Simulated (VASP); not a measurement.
# EuOs3 (Pm-3m) in VASP: notebook

EuOs3 is run at these levels: PBE; tasks: single point.

Everything below comes from runs of VASP 6.6.1. Logs are shortened: lines on timing, memory, paths and dates and some standing lists are left out, and cuts for length are marked.

**1. The cell of the first run**

It takes space group Pm-3m (No. 221, cubic). Conventional cell: a = 4.090 Å, b = 4.090 Å, c = 4.090 Å, α = 90.00°, β = 90.00°, γ = 90.00°. Eu (site symmetry m-3m) has 12 Os at 2.89 Å within 3.8 Å. Within 3.8 Å of Os (site symmetry 4/mmm) lie 4 Eu at 2.89 Å and 8 Os at 2.89 Å.

**2. Single point, PBE, collinear spin, ferromagnetic start (17.11 Å³/atom)**

INCAR reads:

```
SYSTEM = EuOs3
PREC = Accurate
ENCUT = 520
EDIFF = 1E-6
ISMEAR = 0
SIGMA = 0.05
LREAL = .FALSE.
LASPH = .TRUE.
NELM = 150
ALGO = Fast
ISIF = 2
LWAVE = .FALSE.
LCHARG = .TRUE.
ISPIN = 2
MAGMOM = 6.73 0 0 0
LORBIT = 11
LMAXMIX = 6
GGA = PE
LELF = .TRUE.
LVHAR = .TRUE.
NBANDS = 32
```

KPOINTS reads:

```
regular mesh
0
G
  8 8 8
  0 0 0
```

POSCAR reads:

```
EuOs3
1.0
    4.0903391118      0.0000000000      0.0000000000
    0.0000000000      4.0903391118      0.0000000000
    0.0000000000      0.0000000000      4.0903391118
Eu Os
1 3
Direct
    0.0000000000      0.0000000000      0.0000000000
    0.0000000000      0.5000000000      0.5000000000
    0.5000000000      0.5000000000      0.0000000000
    0.5000000000      0.0000000000      0.5000000000
```

Potentials or basis: VASP PAW PBE potentials, release 64 (Eu, Os).

Command:

```sh
> cat potpaw_PBE.64/Eu/POTCAR potpaw_PBE.64/Os/POTCAR > POTCAR
> mpirun -np 1 vasp_std > vasp.out
```

OUTCAR:

```text
SYSTEM = EuOs3
   PREC = Accurate
   ENCUT = 520
   EDIFF = 1E-6
   ISMEAR = 0
   LREAL = .FALSE.
   LASPH = .TRUE.
   NELM = 150
   ISIF = 2
   ISPIN = 2
   LORBIT = 11
   GGA = PE

 ion  position               nearest neighbor table
   1  0.000  0.000  0.000-   2 2.89   3 2.89   4 2.89   2 2.89   4 2.89   2 2.89   3 2.89   2 2.89
                             3 2.89   4 2.89   4 2.89   3 2.89
   2  0.000  0.500  0.500-   1 2.89   3 2.89   4 2.89   1 2.89   3 2.89   1 2.89   4 2.89   1 2.89
                             3 2.89   4 2.89   3 2.89   4 2.89
   3  0.500  0.500  0.000-   1 2.89   2 2.89   4 2.89   2 2.89   4 2.89   1 2.89   4 2.89   4 2.89
                             1 2.89   2 2.89   2 2.89   1 2.89
   4  0.500  0.000  0.500-   1 2.89   2 2.89   3 2.89   1 2.89   3 2.89   2 2.89   3 2.89   3 2.89
                             1 2.89   2 2.89   1 2.89   2 2.89

  LATTYP: Found a simple cubic cell.
 ALAT       =     4.0903391118

  Lattice vectors:

 A1 = (   4.0903391118,   0.0000000000,   0.0000000000)
 A2 = (   0.0000000000,   4.0903391118,   0.0000000000)
 A3 = (   0.0000000000,   0.0000000000,   4.0903391118)

Analysis of symmetry for initial positions (statically):
=====================================================================
 Subroutine PRICEL returns:
 Original cell was already a primitive cell.

 Routine SETGRP: Setting up the symmetry group for a
 simple cubic supercell.

 Subroutine GETGRP returns: Found 48 space group operations
 (whereof 48 operations were pure point group operations)
 out of a pool of 48 trial point group operations.

The static configuration has the point symmetry O_h .

Analysis of symmetry for dynamics (positions and initial velocities):
=====================================================================
 Subroutine PRICEL returns:
 Original cell was already a primitive cell.

 Routine SETGRP: Setting up the symmetry group for a
 simple cubic supercell.

 Subroutine GETGRP returns: Found 48 space group operations
 (whereof 48 operations were pure point group operations)
 out of a pool of 48 trial point group operations.

The dynamic configuration has the point symmetry O_h .

Analysis of structural, dynamic, and magnetic symmetry:
=====================================================================
 Subroutine PRICEL returns:
 Original cell was already a primitive cell.

 Routine SETGRP: Setting up the symmetry group for a
 simple cubic supercell.

 Subroutine GETGRP returns: Found 48 space group operations
 (whereof 48 operations were pure point group operations)
 out of a pool of 48 trial point group operations.

The overall configuration has the point symmetry O_h .

 Subroutine INISYM returns: Found 48 space group operations
 (whereof 48 operations are pure point group operations),
 and found     1 'primitive' translations

----------------------------------------------------------------------------------------

                                     Primitive cell

  volume of cell :      68.4349

  direct lattice vectors                    reciprocal lattice vectors
     4.090339112  0.000000000  0.000000000     0.244478507  0.000000000  0.000000000
     0.000000000  4.090339112  0.000000000     0.000000000  0.244478507  0.000000000
     0.000000000  0.000000000  4.090339112     0.000000000  0.000000000  0.244478507

  length of vectors
     4.090339112  4.090339112  4.090339112     0.244478507  0.244478507  0.244478507

  position of ions in fractional coordinates (direct lattice)
     0.000000000  0.000000000  0.000000000
     0.000000000  0.500000000  0.500000000
     0.500000000  0.500000000  0.000000000
     0.500000000  0.000000000  0.500000000

  ion indices of the primitive-cell ions
   primitive index   ion index
                 1           1
                 2           2
                 3           3
                 4           4

----------------------------------------------------------------------------------------

 KPOINTS: regular mesh
[... 24 lines left out ...]
            Coordinates               Weight
  0.000000  0.000000  0.000000      1.000000
  0.125000  0.000000  0.000000      6.000000
  0.250000  0.000000  0.000000      6.000000
  0.375000  0.000000  0.000000      6.000000
  0.500000  0.000000  0.000000      3.000000
  0.125000  0.125000  0.000000     12.000000
[... 16 lines left out ...]
  0.375000  0.375000  0.125000     24.000000
  0.500000  0.375000  0.125000     24.000000
 [... further k-points ...]
   k-points           NKPTS =     35   k-points in BZ     NKDIM =     35   number of bands    NBANDS=     32
   number of dos      NEDOS =    301   number of ions     NIONS =      4
   total plane-waves  NPLWV =  27000
   dimension x,y,z NGX =    30 NGY =   30 NGZ =   30
   dimension x,y,z NGXF=    60 NGYF=   60 NGZF=   60
   ions per type =               1   3
   NGX,Y,Z   is equivalent  to a cutoff of  12.19, 12.19, 12.19 a.u.
   NGXF,Y,Z  is equivalent  to a cutoff of  24.39, 24.39, 24.39 a.u.
 SYSTEM =  EuOs3
   PREC   = accura    normal or accurate (medium, high low for compatibility)
   ISTART =      0    job   : 0-new  1-cont  2-samecut
   ICHARG =      2    charge: 1-file 2-atom 10-const
   ISPIN  =      2    spin polarized calculation?
   LNONCOLLINEAR =      F non collinear calculations
   LSORBIT =      F    spin-orbit coupling
   LASPH  =      T    aspherical Exc in radial PAW
   ENCUT  =  520.0 eV  38.22 Ry    6.18 a.u.   7.61  7.61  7.61*2*pi/ulx,y,z
   NELM   =    150;   NELMIN=  2; NELMDL= -5     # of ELM steps
   EDIFF  = 0.1E-05   stopping-criterion for ELM
   LREAL  =      F    real-space projection
   EDIFFG = 0.1E-04   stopping-criterion for IOM
   NSW    =      0    number of steps for IOM
   IBRION =     -1    ionic relax: 0-MD 1-quasi-New 2-CG
   NFREE  =      0    steps in history (QN), initial steepest desc. (CG)
   ISIF   =      2    stress and relaxation
   ISYM   =      2    0-nonsym 1-usesym 2-fastsym
   POTIM  = 0.5000    time-step for ionic-motion
   TEBEG  =    0.0;   TEEND  =   0.0 temperature during run
   PSTRESS=    0.0 pullay stress
   NELECT =      41.0000    total number of electrons
   NUPDOWN=      -1.0000    fix difference up-down
   EMIN   =  10.00;   EMAX   =-10.00  energy-range for DOS
   EFERMI =   0.00;   METHOD = LEGACY
   ISMEAR =     0;   SIGMA  =   0.05  broadening in eV -4-tet -1-fermi 0-gaus
   EFERMI_NEDOS =   21; number of points for ismear=-14 and -15
   IALGO  =     68    algorithm
   IMIX   =      4    mixing-type and parameters
     AMIX     =   0.40;   BMIX     =  1.00
     AMIX_MAG =   1.60;   BMIX_MAG =  1.00
  volume/ion in A,a.u.               =      17.11       115.46
  Fermi-wavevector in a.u.,A,eV,Ry     =   1.380099  2.608008 25.914640  1.904672
  Thomas-Fermi vector in A             =   2.505007
   LORBIT       =     11    0 simple, 1 ext, 2 COOP (PROOUT), +10 PAW based schemes
   GGA     = PE    functional components
   LHFCALC =     F    Hartree Fock is set to
   AEXX    =    0.0000 exact exchange contribution
   IVDW    =     0    specifies the selected vdW correction
   LEPSILON=     F    determine dielectric tensor
   LRPA    =     F    only Hartree local field effects (RPA)
 spin polarized calculation
 RMM-DIIS sequential band-by-band and
 Gauss-broadening in eV      SIGMA  =   0.05
  energy-cutoff  :      520.00
  volume of cell :       68.43
 maximum number of plane-waves:      1857
   NGX = 15   NGY = 15   NGZ = 15

 number of electron      41.0000008 magnetization       5.3866603

 Free energy of the ion-electron system (eV)
  ---------------------------------------------------
  ext. energy  EPLUGINS =         0.00000000
  ---------------------------------------------------
  free energy    TOTEN  =       -42.33652012 eV

  energy without entropy =      -42.32954187  energy(sigma->0) =      -42.33303100

 E-fermi :   6.2616     XC(G=0): -12.9863

 val. band max:        6.2575395847   @ k =   0.3750   0.2500   0.1250
 cond. band min:       6.2900968109   @ k =   0.3750   0.1250   0.1250
 fundamental gap:      0.0325572261
 Fermi energy:         6.2615814476

 spin component 1

 k-point     1 :       0.0000    0.0000    0.0000
  band No.  band energies     occupation
      1     -34.2032      1.00000
      2     -12.8670      1.00000
      3     -12.8670      1.00000
      4     -12.8670      1.00000
      5      -1.6435      1.00000
      6       1.1721      1.00000
[... 829 lines left out ...]
     31      10.7544      0.00000
     32      10.9967      0.00000

 [... further k-points ...]

 spin component 2

 k-point     1 :       0.0000    0.0000    0.0000
  band No.  band energies     occupation
      1     -31.4304      1.00000
      2     -10.9165      1.00000
      3     -10.9165      1.00000
      4     -10.9165      1.00000
      5      -1.5847      1.00000
      6       1.1814      1.00000
[... 829 lines left out ...]
     31      11.1918      0.00000
     32      11.5165      0.00000

 [... further k-points ...]

------------------------ aborting loop because EDIFF is reached ----------------------------------------

  FORCE on cell =-STRESS in cart. coord.  units (eV):
  Direction    XX          YY          ZZ          XY          YZ          ZX
  --------------------------------------------------------------------------------------
  -------------------------------------------------------------------------------------
  Total       -1.6317309     -1.6317309     -1.6317309      0.0000000     -0.0000000      0.0000000
  in kB      -38.2015662    -38.2015662    -38.2015662      0.0000000     -0.0000000      0.0000000
  external PRESSURE =     -38.2015662 kB  Pullay stress =       0.0000000 kB

 VOLUME and BASIS-vectors are now :
 -----------------------------------------------------------------------------
  energy-cutoff  :      520.00
  volume of cell :       68.43
      direct lattice vectors                 reciprocal lattice vectors
     4.090339112  0.000000000  0.000000000     0.244478507  0.000000000  0.000000000
     0.000000000  4.090339112  0.000000000     0.000000000  0.244478507  0.000000000
     0.000000000  0.000000000  4.090339112     0.000000000  0.000000000  0.244478507

 POSITION                                       TOTAL-FORCE (eV/Angst)
 -----------------------------------------------------------------------------------
      0.00000      0.00000      0.00000         0.000000      0.000000      0.000000
      0.00000      2.04517      2.04517         0.000000      0.000000      0.000000
      2.04517      2.04517      0.00000         0.000000      0.000000      0.000000
      2.04517      0.00000      2.04517         0.000000      0.000000      0.000000
 -----------------------------------------------------------------------------------
    total drift:                               -0.000000      0.000000     -0.000000

  FREE ENERGIE OF THE ION-ELECTRON SYSTEM (eV)
  ---------------------------------------------------
  free  energy   TOTEN  =       -42.3365201202 eV

  energy  without entropy=      -42.3295418725  energy(sigma->0) =      -42.33303100

 total charge

# of ion       s       p       d       f       tot
--------------------------------------------------
    1        2.090   5.746   0.865   6.276  14.976
    2        0.645   0.462   5.967   0.000   7.073
    3        0.645   0.462   5.967   0.000   7.073
    4        0.645   0.462   5.967   0.000   7.073
--------------------------------------------------
tot          4.023   7.130  18.767   6.276  36.197

 magnetization (x)

# of ion       s       p       d       f       tot
--------------------------------------------------
    1        0.001  -0.088   0.116   6.045   6.075
    2       -0.005   0.018  -0.317   0.000  -0.304
    3       -0.005   0.018  -0.317   0.000  -0.304
    4       -0.005   0.018  -0.317   0.000  -0.304
--------------------------------------------------
tot         -0.015  -0.034  -0.834   6.045   5.162
```

It took 5.2 min on 1 thread of Intel Xeon 6975P-C (Granite Rapids), shared host; peak memory 0.29 GiB.

What came out:

```
Free energy                                           : -42.3365 eV
Pressure                                              : -3.8 GPa
Net moment                                            : 5.39 μB per cell
Site moments                                          : Eu +6.08; Os -0.30 μB
Valence electrons inside the program's atomic spheres : Eu 14.98; Os 7.07
```

Caveat: the cell stands under tension; spin-orbit coupling is left out, which moves the levels of the heavy elements; semilocal functionals describe open f shells poorly, which spoils levels, moments and volumes.

(Part 1 of 2 ends here.)
